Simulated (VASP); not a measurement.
# ZnSe (P6_3/mmc) in VASP: further runs

ZnSe is run at these levels: PBE, r2SCAN; tasks: single point.

Program: VASP 6.6.1. These are calculated values, not measurements. Logs are shortened: lines on timing, memory, paths and dates and some standing lists are left out, and cuts for length are marked.

## Step 1: The cell of the first run

It takes space group P6_3/mmc (No. 194, hexagonal). Conventional cell: a = 4.075 Å, b = 4.075 Å, c = 6.061 Å, α = 90.00°, β = 90.00°, γ = 120.00°. Zn (site symmetry -6m2) has 5 Se at 2.35 to 3.03 Å within 3.1 Å. Se (site symmetry -6m2) has 5 Zn at 2.35 to 3.03 Å within 3.1 Å.

## Step 2: Single point, PBE (strain -1.9%)

Input file INCAR:

```
ALGO = Normal
EDIFF = 1E-7
ENCUT = 520
GGA = PE
ISIF = 2
ISMEAR = -1
LASPH = T
LCHARG = T
LELF = T
LREAL = F
LVHAR = T
LWAVE = F
NBANDS = 26
NELM = 60
PREC = Accurate
SIGMA = 0.02
```

Input file KPOINTS:

```
k-points
0
Gamma
  12 12 4
```

Input file POSCAR:

```
ZnSe
1.0
    4.0745881499      0.0000000000      0.0000000000
   -2.0372940749      3.5286968478      0.0000000000
    0.0000000000      0.0000000000      6.0605114207
Zn Se
2 2
Direct
    0.3333333333      0.6666666667      0.2500000000
    0.6666666667      0.3333333333      0.7500000000
    0.6666666667      0.3333333333      0.2500000000
    0.3333333333      0.6666666667      0.7500000000
```

Potentials or basis: VASP PAW PBE potentials, release 64 (Zn, Se).

Command:

```
$ cat potpaw_PBE.64/Zn/POTCAR potpaw_PBE.64/Se/POTCAR > POTCAR
$ mpirun -np 1 vasp_std > vasp.out
```

OUTCAR:

```text
EDIFF = 1E-7
   ENCUT = 520
   GGA = PE
   ISIF = 2
   ISMEAR = -1
   LASPH = T
   LREAL = F
   NELM = 60
   PREC = Accurate

 ion  position               nearest neighbor table
   1  0.333  0.667  0.250-   3 2.35   3 2.35   3 2.35
   2  0.667  0.333  0.750-   4 2.35   4 2.35   4 2.35
   3  0.667  0.333  0.250-   1 2.35   1 2.35   1 2.35
   4  0.333  0.667  0.750-   2 2.35   2 2.35   2 2.35

  LATTYP: Found a hexagonal cell.
 ALAT       =     4.0745881499
 C/A-ratio  =     1.4873923935

  Lattice vectors:

 A1 = (   4.0745881499,   0.0000000000,   0.0000000000)
 A2 = (  -2.0372940749,   3.5286968478,   0.0000000000)
 A3 = (   0.0000000000,   0.0000000000,   6.0605114207)

Analysis of symmetry for initial positions (statically):
=====================================================================
 Subroutine PRICEL returns:
 Original cell was already a primitive cell.

 Routine SETGRP: Setting up the symmetry group for a
 hexagonal supercell.

 Subroutine GETGRP returns: Found 24 space group operations
 (whereof 12 operations were pure point group operations)
 out of a pool of 24 trial point group operations.

The static configuration has the point symmetry D_3d.
 The point group associated with its full space group is D_6h.

Analysis of symmetry for dynamics (positions and initial velocities):
=====================================================================
 Subroutine PRICEL returns:
 Original cell was already a primitive cell.

 Routine SETGRP: Setting up the symmetry group for a
 hexagonal supercell.

 Subroutine GETGRP returns: Found 24 space group operations
 (whereof 12 operations were pure point group operations)
 out of a pool of 24 trial point group operations.

The dynamic configuration has the point symmetry D_3d.
 The point group associated with its full space group is D_6h.

 Subroutine INISYM returns: Found 24 space group operations
 (whereof 12 operations are pure point group operations),
 and found     1 'primitive' translations

----------------------------------------------------------------------------------------

                                     Primitive cell

  volume of cell :      87.1380

  direct lattice vectors                    reciprocal lattice vectors
     4.074588150  0.000000000  0.000000000     0.245423577  0.141695368  0.000000000
    -2.037294075  3.528696848  0.000000000     0.000000000  0.283390737  0.000000000
     0.000000000  0.000000000  6.060511421     0.000000000  0.000000000  0.165002577

  length of vectors
     4.074588150  4.074588150  6.060511421     0.283390737  0.283390737  0.165002577

  position of ions in fractional coordinates (direct lattice)
     0.333333333  0.666666667  0.250000000
     0.666666667  0.333333333  0.750000000
     0.666666667  0.333333333  0.250000000
     0.333333333  0.666666667  0.750000000

  ion indices of the primitive-cell ions
   primitive index   ion index
                 1           1
                 2           2
                 3           3
                 4           4

----------------------------------------------------------------------------------------

 KPOINTS: k-points

Automatic generation of k-mesh.
 Grid dimensions read from file:
 generate k-points for:   12   12    4

 Generating k-lattice:

  Cartesian coordinates                     Fractional coordinates (reciprocal lattice)
     0.020451965  0.011807947  0.000000000     0.083333333 -0.000000000  0.000000000
     0.000000000  0.023615895  0.000000000     0.000000000  0.083333333  0.000000000
     0.000000000  0.000000000  0.041250644     0.000000000  0.000000000  0.250000000

  Length of vectors
     0.023615895  0.023615895  0.041250644

  Shift w.r.t. Gamma in fractional coordinates (k-lattice)
     0.000000000  0.000000000  0.000000000

 Subroutine IBZKPT returns following result:
 ===========================================

 Found     57 irreducible k-points:

 Following reciprocal coordinates:
            Coordinates               Weight
  0.000000  0.000000  0.000000      1.000000
  0.083333 -0.000000  0.000000      6.000000
  0.166667 -0.000000  0.000000      6.000000
  0.250000 -0.000000  0.000000      6.000000
  0.333333  0.000000  0.000000      6.000000
  0.416667 -0.000000  0.000000      6.000000
[... 16 lines left out ...]
  0.250000 -0.000000  0.250000     12.000000
  0.333333  0.000000  0.250000     12.000000
 [... further k-points ...]
   k-points           NKPTS =     57   k-points in BZ     NKDIM =     57   number of bands    NBANDS=     26
   number of dos      NEDOS =    301   number of ions     NIONS =      4
   total plane-waves  NPLWV =  43200
   dimension x,y,z NGX =    30 NGY =   30 NGZ =   48
   dimension x,y,z NGXF=    60 NGYF=   60 NGZF=   96
   ions per type =               2   2
   NGX,Y,Z   is equivalent  to a cutoff of  12.24, 12.24, 13.17 a.u.
   NGXF,Y,Z  is equivalent  to a cutoff of  24.48, 24.48, 26.33 a.u.
 SYSTEM =  unknown system
   PREC   = accura    normal or accurate (medium, high low for compatibility)
   ISTART =      0    job   : 0-new  1-cont  2-samecut
   ICHARG =      2    charge: 1-file 2-atom 10-const
   ISPIN  =      1    spin polarized calculation?
   LNONCOLLINEAR =      F non collinear calculations
   LSORBIT =      F    spin-orbit coupling
   LASPH  =      T    aspherical Exc in radial PAW
   ENCUT  =  520.0 eV  38.22 Ry    6.18 a.u.   7.58  7.58 11.27*2*pi/ulx,y,z
   NELM   =     60;   NELMIN=  2; NELMDL= -5     # of ELM steps
   EDIFF  = 0.1E-06   stopping-criterion for ELM
   LREAL  =      F    real-space projection
   EDIFFG = 0.1E-05   stopping-criterion for IOM
   NSW    =      0    number of steps for IOM
   IBRION =     -1    ionic relax: 0-MD 1-quasi-New 2-CG
   NFREE  =      0    steps in history (QN), initial steepest desc. (CG)
   ISIF   =      2    stress and relaxation
   ISYM   =      2    0-nonsym 1-usesym 2-fastsym
   POTIM  = 0.5000    time-step for ionic-motion
   TEBEG  =    0.0;   TEEND  =   0.0 temperature during run
   PSTRESS=    0.0 pullay stress
   NELECT =      36.0000    total number of electrons
   NUPDOWN=      -1.0000    fix difference up-down
   EMIN   =  10.00;   EMAX   =-10.00  energy-range for DOS
   EFERMI =   0.00;   METHOD = LEGACY
   ISMEAR =    -1;   SIGMA  =   0.02  broadening in eV -4-tet -1-fermi 0-gaus
   EFERMI_NEDOS =   21; number of points for ismear=-14 and -15
   IALGO  =     38    algorithm
   IMIX   =      4    mixing-type and parameters
     AMIX     =   0.40;   BMIX     =  1.00
     AMIX_MAG =   1.60;   BMIX_MAG =  1.00
  volume/ion in A,a.u.               =      21.78       147.01
  Fermi-wavevector in a.u.,A,eV,Ry     =   1.219289  2.304122 20.227305  1.486665
  Thomas-Fermi vector in A             =   2.354546
   LORBIT       =      0    0 simple, 1 ext, 2 COOP (PROOUT), +10 PAW based schemes
   GGA     = PE    functional components
   LHFCALC =     F    Hartree Fock is set to
   AEXX    =    0.0000 exact exchange contribution
   IVDW    =     0    specifies the selected vdW correction
   LEPSILON=     F    determine dielectric tensor
   LRPA    =     F    only Hartree local field effects (RPA)
 non-spin polarized calculation
  energy-cutoff  :      520.00
  volume of cell :       87.14
 maximum number of plane-waves:      2385
   NGX = 15   NGY = 15   NGZ = 23

 number of electron      36.0000050 magnetization

 Free energy of the ion-electron system (eV)
  ---------------------------------------------------
  ext. energy  EPLUGINS =         0.00000000
  ---------------------------------------------------
  free energy    TOTEN  =       -11.16953215 eV

  energy without entropy =      -11.16953212  energy(sigma->0) =      -11.16953214

 E-fermi :   2.5825     XC(G=0):  -9.5328

 val. band max:        2.3430376183   @ k =   0.0000   0.0000   0.0000
 cond. band min:       2.8096936590   @ k =   0.0000   0.0000   0.0000
 fundamental gap:      0.4666560407
 Fermi energy:         2.5824974355

 k-point     1 :       0.0000    0.0000    0.0000
  band No.  band energies     occupation
      1     -11.5299      2.00000
      2     -10.5592      2.00000
      3      -4.9751      2.00000
      4      -4.9751      2.00000
      5      -4.9510      2.00000
      6      -4.9510      2.00000
[... 18 lines left out ...]
     25      10.0257      0.00000
     26      10.9085      0.00000

 k-point     2 :       0.0833   -0.0000    0.0000
  band No.  band energies     occupation
      1     -11.4866      2.00000
      2     -10.5357      2.00000
      3      -4.9723      2.00000
      4      -4.9596      2.00000
      5      -4.9511      2.00000
      6      -4.9339      2.00000
[... 18 lines left out ...]
     25       9.5656      0.00000
     26      11.3133      0.00000

 k-point     3 :       0.1667   -0.0000    0.0000
  band No.  band energies     occupation
      1     -11.3623      2.00000
      2     -10.4727      2.00000
      3      -4.9626      2.00000
      4      -4.9433      2.00000
      5      -4.9154      2.00000
      6      -4.8862      2.00000
[... 18 lines left out ...]
     25       9.6020      0.00000
     26      10.5956      0.00000

 k-point     4 :       0.2500   -0.0000    0.0000
  band No.  band energies     occupation
      1     -11.1746      2.00000
      2     -10.3927      2.00000
      3      -4.9406      2.00000
      4      -4.9075      2.00000
      5      -4.8508      2.00000
      6      -4.8183      2.00000
[... 18 lines left out ...]
     25      10.0811      0.00000
     26      10.4430      0.00000
[... 496 lines left out ...]
      1     -11.2443      2.00000
      2     -10.6165      2.00000
      3      -4.9652      2.00000
      4      -4.9513      2.00000
      5      -4.9146      2.00000
      6      -4.8946      2.00000
[... 18 lines left out ...]
     25       9.1985      0.00000
     26      10.2960      0.00000

 k-point    23 :       0.2500   -0.0000    0.2500
  band No.  band energies     occupation
      1     -11.0672      2.00000
      2     -10.5139      2.00000
      3      -4.9431      2.00000
      4      -4.9190      2.00000
      5      -4.8496      2.00000
      6      -4.8274      2.00000
[... 18 lines left out ...]
     25       9.9856      0.00000
     26      10.1698      0.00000

 k-point    24 :       0.3333    0.0000    0.2500
  band No.  band energies     occupation
      1     -10.8644      2.00000
      2     -10.4189      2.00000
      3      -4.8893      2.00000
      4      -4.8502      2.00000
      5      -4.7796      2.00000
      6      -4.7555      2.00000
[... 18 lines left out ...]
     25      10.2529      0.00000
     26      11.1207      0.00000

 [... further k-points ...]

------------------------ aborting loop because EDIFF is reached ----------------------------------------

  FORCE on cell =-STRESS in cart. coord.  units (eV):
  Direction    XX          YY          ZZ          XY          YZ          ZX
  --------------------------------------------------------------------------------------
  -------------------------------------------------------------------------------------
  Total        4.3360247      4.3360247      1.7304736      0.0000000     -0.0000000      0.0000000
  in kB       79.7250848     79.7250848     31.8176582      0.0000000     -0.0000000      0.0000000
  external PRESSURE =      63.7559426 kB  Pullay stress =       0.0000000 kB

 VOLUME and BASIS-vectors are now :
 -----------------------------------------------------------------------------
  energy-cutoff  :      520.00
  volume of cell :       87.14
      direct lattice vectors                 reciprocal lattice vectors
     4.074588150  0.000000000  0.000000000     0.245423577  0.141695368  0.000000000
    -2.037294075  3.528696848  0.000000000     0.000000000  0.283390737  0.000000000
     0.000000000  0.000000000  6.060511421     0.000000000  0.000000000  0.165002577

 POSITION                                       TOTAL-FORCE (eV/Angst)
 -----------------------------------------------------------------------------------
     -0.00000      2.35246      1.51513        -0.000000     -0.000000      0.000000
      2.03729      1.17623      4.54538         0.000000      0.000000      0.000000
      2.03729      1.17623      1.51513         0.000000     -0.000000      0.000000
     -0.00000      2.35246      4.54538        -0.000000      0.000000      0.000000
 -----------------------------------------------------------------------------------
    total drift:                               -0.000000      0.000000      0.000000

  FREE ENERGIE OF THE ION-ELECTRON SYSTEM (eV)
  ---------------------------------------------------
  free  energy   TOTEN  =       -11.1695321457 eV

  energy  without entropy=      -11.1695321245  energy(sigma->0) =      -11.16953214
```

Run time: 73 s. Hardware: 1 thread of Intel Xeon Platinum 8488C (Sapphire Rapids), shared host; peak memory 0.26 GiB.

Results:

```yaml
Free_energy: -11.1695 eV
Pressure: 6.4 GPa
Band_gap_on_the_k_mesh: 0.47 eV
```

Caveat: the cell differs from its parent crystal (strain -1.9%); the cell stands under pressure; semilocal functionals underestimate gaps, and a narrow one can read as zero. A k mesh can miss the band edges.

## Step 3: Single point, PBE (uniaxial z strain +3.7%)

Input file INCAR:

```
SYSTEM = ZnSe
ALGO = Normal
EDIFF = 1E-6
ENCUT = 520
GGA = PE
ISIF = 2
ISMEAR = -1
LASPH = .TRUE.
LCHARG = .FALSE.
LREAL = .FALSE.
LWAVE = .FALSE.
NBANDS = 26
NELM = 100
PREC = Accurate
SIGMA = 0.02
```

Input file KPOINTS:

```
k-points
0
G
  12 12 4
  0 0 0
```

Input file POSCAR:

```
ZnSe
1.0
    4.1513888435      0.0000000000      0.0000000000
   -2.0756944217      3.5952081994      0.0000000000
    0.0000000000      0.0000000000      6.4013572999
Zn Se
2 2
Direct
    0.3333333333      0.6666666667      0.2500000000
    0.6666666667      0.3333333333      0.7500000000
    0.6666666667      0.3333333333      0.2500000000
    0.3333333333      0.6666666667      0.7500000000
```

Potentials or basis: VASP PAW PBE potentials, release 64 (Zn, Se).

Command:

```
$ cat potpaw_PBE.64/Zn/POTCAR potpaw_PBE.64/Se/POTCAR > POTCAR
$ mpirun -np 1 vasp_std > vasp.out
```

Wall time 58 s (1 thread of Intel Xeon Platinum 8488C (Sapphire Rapids), shared host); peak memory 0.28 GiB.

It converged, with:

```
Free energy            : -11.3124 eV
Pressure               : 1.2 GPa
Band gap on the k mesh : 0.56 eV
```

Stress tensor (GPa, compression positive):
```
1.79 0.00 0.00
0.00 1.79 0.00
0.00 0.00 0.01
```

Levels at points of the mesh, in eV from the valence-band top:
```tsv
k point	band 16	band 17	band 18	band 19	band 20	band 21
(0.00, 0.00, 0.00)	-0.64	-0.64	0.00	0.56	0.84	5.14
(0.50, 0.00, 0.00)	-2.41	-1.80	-1.07	1.99	3.16	4.80
(0.00, 0.00, 0.50)	-0.98	-0.98	-0.98	1.54	1.54	5.48
(0.50, 0.00, 0.50)	-2.28	-0.88	-0.88	2.78	2.78	3.74
```

Caveat: the cell differs from its parent crystal (uniaxial z strain +3.7%); semilocal functionals underestimate gaps, and a narrow one can read as zero.

## Step 4: Single point, r2SCAN (strain -1.9%)

Input file POSCAR:

```
ZnSe
1.0
    4.0745881499      0.0000000000      0.0000000000
   -2.0372940749      3.5286968478      0.0000000000
    0.0000000000      0.0000000000      6.0605114207
Zn Se
2 2
Direct
    0.3333333333      0.6666666667      0.2500000000
    0.6666666667      0.3333333333      0.7500000000
    0.6666666667      0.3333333333      0.2500000000
    0.3333333333      0.6666666667      0.7500000000
```

Input file INCAR.step1:

```
SYSTEM = ZnSe
PREC = Accurate ; ENCUT = 520
ISMEAR = 0 ; SIGMA = 0.01
LREAL = .False. ; LASPH = .True.
NELM = 80 ; NBANDS = 26
GGA = PE ; ALGO = Normal
EDIFF = 1E-4 ; LWAVE = .True.
LCHARG = .False.
```

Input file INCAR.step2:

```
SYSTEM = ZnSe
PREC = Accurate ; ENCUT = 520
EDIFF = 1E-7 ; ISMEAR = 0
SIGMA = 0.01 ; LREAL = .False.
LASPH = .True. ; NELM = 80
ALGO = Normal ; ISIF = 2
LWAVE = .False. ; LCHARG = .False.
METAGGA = R2SCAN ; LMIXTAU = .True.
NBANDS = 26 ; ISTART = 1
```

Input file KPOINTS:

```
regular mesh
0
Gamma
  12 12 4
  0 0 0
```

Command:

```
$ cat potpaw_PBE.64/Zn/POTCAR potpaw_PBE.64/Se/POTCAR > POTCAR
$ cp INCAR.step1 INCAR
$ mpirun -np 1 vasp_std > vasp.out
$ cp INCAR.step2 INCAR
$ mpirun -np 1 vasp_std > vasp.out
```

Run time: 4.4 min. Hardware: 1 thread of Intel Xeon Platinum 8488C (Sapphire Rapids), shared host; peak memory 0.28 GiB.

It converged, with:

- Free energy: -48.9740 eV
- Pressure: 4.2 GPa
- Band gap on the k mesh: 0.98 eV

Stress tensor (GPa, compression positive):
```
5.10 0.00 0.00
0.00 5.10 0.00
0.00 0.00 2.26
```

Levels at points of the mesh, in eV from the valence-band top:
```
           k point  band 16  band 17  band 18  band 19  band 20  band 21
(0.00, 0.00, 0.00)    -0.67    -0.67     0.00     0.98     1.76     5.39
(0.50, 0.00, 0.00)    -2.96    -1.94    -1.44     2.13     3.87     5.40
(0.00, 0.00, 0.50)    -1.13    -1.13    -1.13     2.27     2.27     5.78
(0.50, 0.00, 0.50)    -2.59    -1.00    -1.00     3.24     3.24     4.20
```

Caveat: the cell differs from its parent crystal (strain -1.9%); the cell stands under pressure; the PAW data sets were made with another functional, which shifts forces and pressure a little. A k mesh can miss the band edges.

(Continued in part 2 of 2.)
